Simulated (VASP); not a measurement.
# C (Imma) in VASP: notebook

Runs on C. Level: PBE. Tasks: single point.

Everything below comes from runs of VASP 6.6.1. Logs are shortened: lines on timing, memory, paths and dates and some standing lists are left out, and cuts for length are marked.

## 1. The cell of the first run

The structure is orthorhombic, space group Imma (No. 74). Conventional cell: a = 2.516 Å, b = 2.535 Å, c = 3.571 Å, α = 90.00°, β = 90.00°, γ = 90.00°. C (site symmetry mm2) has 4 C at 1.54 to 1.55 Å within 2.1 Å.

## 2. Single point, PBE (strain +0.0075 x Voigt [0, 0, 0, 1, 0, 0])

Contents of INCAR:

```
SYSTEM = C
PREC     = Accurate       ! precision mode
ENCUT    = 520            ! plane-wave cutoff, eV
EDIFF    = 1E-6           ! SCF threshold, eV
ISMEAR   = 0              ! smearing method
SIGMA    = 0.05           ! smearing width, eV
LREAL    = .FALSE.        ! projectors in reciprocal space
LASPH    = .TRUE.         ! aspherical terms in the spheres
NELM     = 80             ! most SCF steps
ALGO     = Normal         ! electronic algorithm
ISIF     = 2              ! what is computed and relaxed
LWAVE    = .FALSE.        ! write WAVECAR
LCHARG   = .TRUE.         ! write CHGCAR
GGA      = PE             ! functional
LELF     = .TRUE.         ! ELF
LVHAR    = .TRUE.       
NBANDS   = 11             ! bands
```

Contents of KPOINTS:

```
Automatic mesh
0
G
  12 12 12
  0 0 0
```

Contents of POSCAR:

```
C
1.0
    0.0000000000      1.7924340476      1.7924340476
    1.7857375319      0.0066965157      1.7857375319
    1.7857375319      1.7857375319      0.0066965157
C
2
Direct
    0.5000000000      0.5000000000      0.5000000000
    0.7500000000      0.7500000000      0.7500000000
```

Potentials or basis: VASP PAW PBE potentials, release 64 (C).

Started as:

```bash
$ cat potpaw_PBE.64/C/POTCAR > POTCAR
$ mpirun -np 1 vasp_std > vasp.out
```

OUTCAR:

```text
SYSTEM = C
   PREC = Accurate
   ENCUT = 520
   EDIFF = 1E-6
   ISMEAR = 0
   LREAL = .FALSE.
   LASPH = .TRUE.
   NELM = 80
   ISIF = 2
   GGA = PE

 ion  position               nearest neighbor table
   1  0.500  0.500  0.500-   2 1.54   2 1.54   2 1.55   2 1.55
   2  0.750  0.750  0.750-   1 1.54   1 1.54   1 1.55   1 1.55

  LATTYP: Found a body centered orthorhombic cell.
 ALAT       =     2.5159439331
 B/A-ratio  =     1.0075282308
 C/A-ratio  =     1.4195368254

  Lattice vectors:

 A1 = (  -1.7857375319,   1.7857375319,   0.0066965157)
 A2 = (  -1.7857375319,  -1.7857375319,  -0.0066965157)
 A3 = (   1.7857375319,   0.0066965157,   1.7857375319)

Analysis of symmetry for initial positions (statically):
=====================================================================
 Subroutine PRICEL returns:
 Original cell was already a primitive cell.

 Routine SETGRP: Setting up the symmetry group for a
 body centered orthorhombic supercell.

 Subroutine GETGRP returns: Found  8 space group operations
 (whereof  4 operations were pure point group operations)
 out of a pool of  8 trial point group operations.

The static configuration has the point symmetry C_2v.
 The point group associated with its full space group is D_2h.

Analysis of symmetry for dynamics (positions and initial velocities):
=====================================================================
 Subroutine PRICEL returns:
 Original cell was already a primitive cell.

 Routine SETGRP: Setting up the symmetry group for a
 body centered orthorhombic supercell.

 Subroutine GETGRP returns: Found  8 space group operations
 (whereof  4 operations were pure point group operations)
 out of a pool of  8 trial point group operations.

The dynamic configuration has the point symmetry C_2v.
 The point group associated with its full space group is D_2h.

 Subroutine INISYM returns: Found  8 space group operations
 (whereof  4 operations are pure point group operations),
 and found     1 'primitive' translations

----------------------------------------------------------------------------------------

                                     Primitive cell

  volume of cell :      11.3888

  direct lattice vectors                    reciprocal lattice vectors
     0.000000000  1.792434048  1.792434048    -0.279996355  0.278950291  0.278950291
     1.785737532  0.006696516  1.785737532     0.279996355 -0.281050294  0.281050294
     1.785737532  1.785737532  0.006696516     0.279996355  0.281050294 -0.281050294

  length of vectors
     2.534884540  2.525423115  2.525423115     0.483760777  0.486185658  0.486185658

  position of ions in fractional coordinates (direct lattice)
     0.500000000  0.500000000  0.500000000
     0.750000000  0.750000000  0.750000000

  ion indices of the primitive-cell ions
   primitive index   ion index
                 1           1
                 2           2

----------------------------------------------------------------------------------------

 KPOINTS: Automatic mesh

Automatic generation of k-mesh.
 Grid dimensions read from file:
 generate k-points for:   12   12   12

 Generating k-lattice:

  Cartesian coordinates                     Fractional coordinates (reciprocal lattice)
    -0.023333030  0.023245858  0.023245858     0.083333333 -0.000000000 -0.000000000
     0.023333030 -0.023420858  0.023420858     0.000000000  0.083333333  0.000000000
     0.023333030  0.023420858 -0.023420858     0.000000000  0.000000000  0.083333333

  Length of vectors
     0.040313398  0.040515471  0.040515471

  Shift w.r.t. Gamma in fractional coordinates (k-lattice)
     0.000000000  0.000000000  0.000000000

 Subroutine IBZKPT returns following result:
 ===========================================

 Found    280 irreducible k-points:

 Following reciprocal coordinates:
            Coordinates               Weight
  0.000000  0.000000  0.000000      1.000000
  0.083333  0.000000  0.000000      4.000000
  0.166667  0.000000  0.000000      4.000000
  0.250000  0.000000  0.000000      4.000000
  0.333333  0.000000  0.000000      4.000000
  0.416667  0.000000  0.000000      4.000000
[... 16 lines left out ...]
  0.250000  0.166667 -0.000000      8.000000
  0.333333  0.166667  0.000000      8.000000
 [... further k-points ...]
   k-points           NKPTS =    280   k-points in BZ     NKDIM =    280   number of bands    NBANDS=     11
   number of dos      NEDOS =    301   number of ions     NIONS =      2
   total plane-waves  NPLWV =   8000
   dimension x,y,z NGX =    20 NGY =   20 NGZ =   20
   dimension x,y,z NGXF=    40 NGYF=   40 NGZF=   40
   ions per type =               2
   NGX,Y,Z   is equivalent  to a cutoff of  13.12, 13.17, 13.17 a.u.
   NGXF,Y,Z  is equivalent  to a cutoff of  26.23, 26.33, 26.33 a.u.
 SYSTEM =  C
   PREC   = accura    normal or accurate (medium, high low for compatibility)
   ISTART =      0    job   : 0-new  1-cont  2-samecut
   ICHARG =      2    charge: 1-file 2-atom 10-const
   ISPIN  =      1    spin polarized calculation?
   LNONCOLLINEAR =      F non collinear calculations
   LSORBIT =      F    spin-orbit coupling
   LASPH  =      T    aspherical Exc in radial PAW
   ENCUT  =  520.0 eV  38.22 Ry    6.18 a.u.   4.71  4.70  4.70*2*pi/ulx,y,z
   NELM   =     80;   NELMIN=  2; NELMDL= -5     # of ELM steps
   EDIFF  = 0.1E-05   stopping-criterion for ELM
   LREAL  =      F    real-space projection
   EDIFFG = 0.1E-04   stopping-criterion for IOM
   NSW    =      0    number of steps for IOM
   IBRION =     -1    ionic relax: 0-MD 1-quasi-New 2-CG
   NFREE  =      0    steps in history (QN), initial steepest desc. (CG)
   ISIF   =      2    stress and relaxation
   ISYM   =      2    0-nonsym 1-usesym 2-fastsym
   POTIM  = 0.5000    time-step for ionic-motion
   TEBEG  =    0.0;   TEEND  =   0.0 temperature during run
   PSTRESS=    0.0 pullay stress
   NELECT =       8.0000    total number of electrons
   NUPDOWN=      -1.0000    fix difference up-down
   EMIN   =  10.00;   EMAX   =-10.00  energy-range for DOS
   EFERMI =   0.00;   METHOD = LEGACY
   ISMEAR =     0;   SIGMA  =   0.05  broadening in eV -4-tet -1-fermi 0-gaus
   EFERMI_NEDOS =   21; number of points for ismear=-14 and -15
   IALGO  =     38    algorithm
   IMIX   =      4    mixing-type and parameters
     AMIX     =   0.40;   BMIX     =  1.00
     AMIX_MAG =   1.60;   BMIX_MAG =  1.00
  volume/ion in A,a.u.               =       5.69        38.43
  Fermi-wavevector in a.u.,A,eV,Ry     =   1.455278  2.750076 28.814874  2.117833
  Thomas-Fermi vector in A             =   2.572331
   LORBIT       =      0    0 simple, 1 ext, 2 COOP (PROOUT), +10 PAW based schemes
   GGA     = PE    functional components
   LHFCALC =     F    Hartree Fock is set to
   AEXX    =    0.0000 exact exchange contribution
   IVDW    =     0    specifies the selected vdW correction
   LEPSILON=     F    determine dielectric tensor
   LRPA    =     F    only Hartree local field effects (RPA)
 non-spin polarized calculation
 Gauss-broadening in eV      SIGMA  =   0.05
  energy-cutoff  :      520.00
  volume of cell :       11.39
 maximum number of plane-waves:       323
   NGX =  9   NGY =  9   NGZ =  9

 number of electron       7.9999999 magnetization

 Free energy of the ion-electron system (eV)
  ---------------------------------------------------
  ext. energy  EPLUGINS =         0.00000000
  ---------------------------------------------------
  free energy    TOTEN  =       -18.18463615 eV

  energy without entropy =      -18.18463615  energy(sigma->0) =      -18.18463615

 E-fermi :   9.9633     XC(G=0): -13.2310

 val. band max:        9.6739226561   @ k =   0.0000   0.0000   0.0000
 cond. band min:      13.8128449924   @ k =   0.0000   0.3333   0.3333
 fundamental gap:      4.1389223363
 Fermi energy:         9.9632997654

 k-point     1 :       0.0000    0.0000    0.0000
  band No.  band energies     occupation
      1     -11.7515      2.00000
      2       9.6716      2.00000
      3       9.6720      2.00000
      4       9.6739      2.00000
      5      15.1385      0.00000
      6      15.2485      0.00000
      7      15.3655      0.00000
      8      22.9180      0.00000
      9      28.9169      0.00000
     10      36.1638      0.00000
     11      36.1654      0.00000

 k-point     2 :       0.0833    0.0000    0.0000
  band No.  band energies     occupation
      1     -11.5607      2.00000
      2       8.4296      2.00000
      3       9.3560      2.00000
      4       9.3595      2.00000
      5      15.6193      0.00000
      6      15.7773      0.00000
      7      15.9306      0.00000
      8      23.0811      0.00000
      9      29.2331      0.00000
     10      34.0386      0.00000
     11      34.1091      0.00000

 k-point     3 :       0.1667    0.0000    0.0000
  band No.  band energies     occupation
      1     -10.9907      2.00000
      2       5.8909      2.00000
      3       8.6691      2.00000
      4       8.6715      2.00000
      5      16.5300      0.00000
      6      16.6774      0.00000
      7      17.0600      0.00000
      8      23.5549      0.00000
      9      29.9020      0.00000
     10      32.4420      0.00000
     11      32.5482      0.00000

 k-point     4 :       0.2500    0.0000    0.0000
  band No.  band energies     occupation
      1     -10.0502      2.00000
      2       3.0620      2.00000
      3       7.9569      2.00000
      4       7.9600      2.00000
      5      17.3798      0.00000
      6      17.5220      0.00000
      7      17.8420      0.00000
      8      24.2288      0.00000
      9      30.3429      0.00000
     10      32.0096      0.00000
     11      32.1506      0.00000
[... 239 lines left out ...]
 k-point    22 :       0.1667    0.1667    0.0000
  band No.  band energies     occupation
      1     -10.7321      2.00000
      2       7.1109      2.00000
      3       7.1113      2.00000
      4       7.4346      2.00000
      5      14.5910      0.00000
      6      18.6682      0.00000
      7      18.6719      0.00000
      8      22.3195      0.00000
      9      29.4758      0.00000
     10      30.4829      0.00000
     11      37.4587      0.00000

 k-point    23 :       0.2500    0.1667   -0.0000
  band No.  band energies     occupation
      1     -10.0432      2.00000
      2       5.0160      2.00000
      3       6.3722      2.00000
      4       6.9987      2.00000
      5      14.8729      0.00000
      6      19.7868      0.00000
      7      19.8124      0.00000
      8      21.5628      0.00000
      9      29.5654      0.00000
     10      31.0961      0.00000
     11      36.8833      0.00000

 k-point    24 :       0.3333    0.1667    0.0000
  band No.  band energies     occupation
      1      -8.9928      2.00000
      2       2.4583      2.00000
      3       5.8693      2.00000
      4       6.2512      2.00000
      5      15.6960      0.00000
      6      20.4636      0.00000
      7      20.5247      0.00000
      8      21.4509      0.00000
      9      30.4809      0.00000
     10      31.2998      0.00000
     11      36.6794      0.00000

 [... further k-points ...]
[... 5 lines left out ...]
  --------------------------------------------------------------------------------------
  -------------------------------------------------------------------------------------
  Total        0.0506067      0.0529536      0.0529536      0.0000000     -0.3009664      0.0000000
  in kB        7.1193754      7.4495320      7.4495320      0.0000000    -42.3400986      0.0000000
  external PRESSURE =       7.3394798 kB  Pullay stress =       0.0000000 kB

 VOLUME and BASIS-vectors are now :
 -----------------------------------------------------------------------------
  energy-cutoff  :      520.00
  volume of cell :       11.39
      direct lattice vectors                 reciprocal lattice vectors
     0.000000000  1.792434048  1.792434048    -0.279996355  0.278950291  0.278950291
     1.785737532  0.006696516  1.785737532     0.279996355 -0.281050294  0.281050294
     1.785737532  1.785737532  0.006696516     0.279996355  0.281050294 -0.281050294

 POSITION                                       TOTAL-FORCE (eV/Angst)
 -----------------------------------------------------------------------------------
      1.78574      1.79243      1.79243         0.022414     -0.000000     -0.000000
      2.67861      2.68865      2.68865        -0.022414      0.000000      0.000000
 -----------------------------------------------------------------------------------
    total drift:                                0.000000     -0.000000      0.000000

  FREE ENERGIE OF THE ION-ELECTRON SYSTEM (eV)
  ---------------------------------------------------
  free  energy   TOTEN  =       -18.1846361537 eV

  energy  without entropy=      -18.1846361537  energy(sigma->0) =      -18.18463615
```

Run time: 61 s. Hardware: 1 thread of AMD EPYC 7R13, shared host; peak memory 0.11 GiB.

Results:

- Free energy: -18.1846 eV
- Pressure: 0.7 GPa
- Largest force: 0.022 eV/Å
- Band gap on the k mesh: 4.14 eV, indirect (least direct gap 5.46 eV)

Forces in eV/Å, atoms in the order of the input:
```
C    0.022  0.000  0.000
C   -0.022  0.000  0.000
```

Caveat: the cell differs from its parent crystal (strain +0.0075 x Voigt [0, 0, 0, 1, 0, 0]). A k mesh can miss the band edges.

## 3. Single point, PBE (strain +0.0025 x Voigt [0, 0, 0, 1, 0, 0])

Contents of INCAR:

```
ALGO     = Normal         # electronic algorithm
EDIFF    = 1E-6           # SCF threshold, eV
ENCUT    = 520            # plane-wave cutoff, eV
GGA      = PE             # functional
ISIF     = 2              # what is computed and relaxed
ISMEAR   = 0              # smearing method
LASPH    = T              # aspherical terms in the spheres
LCHARG   = F              # write CHGCAR
LREAL    = F              # projectors in reciprocal space
LWAVE    = F              # write WAVECAR
NBANDS   = 11             # bands
NELM     = 80             # most SCF steps
PREC     = Accurate       # precision mode
SIGMA    = 0.05           # smearing width, eV
```

Contents of KPOINTS:

```
k-points
0
Gamma
  12 12 12
```

Contents of POSCAR:

```
C
1.0
    0.0000000000      1.7879697038      1.7879697038
    1.7857375319      0.0022321719      1.7857375319
    1.7857375319      1.7857375319      0.0022321719
C
2
Direct
    0.5000000000      0.5000000000      0.5000000000
    0.7500000000      0.7500000000      0.7500000000
```

Potentials or basis: VASP PAW PBE potentials, release 64 (C).

Started as:

```bash
$ cat potpaw_PBE.64/C/POTCAR > POTCAR
$ mpirun -np 1 vasp_std > vasp.out
```

Wall time 61 s (1 thread of AMD EPYC 7R13, shared host); peak memory 0.11 GiB.

The run converged. Its results:

```
Free energy            : -18.1856 eV
Pressure               : 0.7 GPa
Largest force          : 0.007 eV/Å
Band gap on the k mesh : 4.14 eV, indirect (least direct gap 5.54 eV)
```

Forces on the atoms (eV/Å):
```
C    0.007  0.000  0.000
C   -0.007  0.000  0.000
```

Stress tensor (GPa, compression positive):
```
 0.71  0.00  0.00
 0.00  0.71 -1.41
 0.00 -1.41  0.71
```

Levels at points of the mesh, in eV from the valence-band top:
```tsv
k point	band 1	band 2	band 3	band 4	band 5	band 6	band 7	band 8
(0.00, 0.00, 0.00)	-21.42	0.00	0.00	0.00	5.54	5.58	5.62	13.24
(0.50, 0.00, 0.00)	-15.69	-13.33	-2.78	-2.78	8.43	8.47	8.82	15.66
(0.00, 0.50, 0.00)	-15.65	-13.33	-2.80	-2.80	8.42	8.45	8.77	15.66
(0.50, 0.50, 0.00)	-12.74	-12.74	-6.27	-6.27	4.75	4.75	16.75	16.75
(0.00, 0.50, 0.50)	-12.75	-12.72	-6.30	-6.25	4.70	4.80	16.75	16.75
```

Caveat: the cell differs from its parent crystal (strain +0.0025 x Voigt [0, 0, 0, 1, 0, 0]).
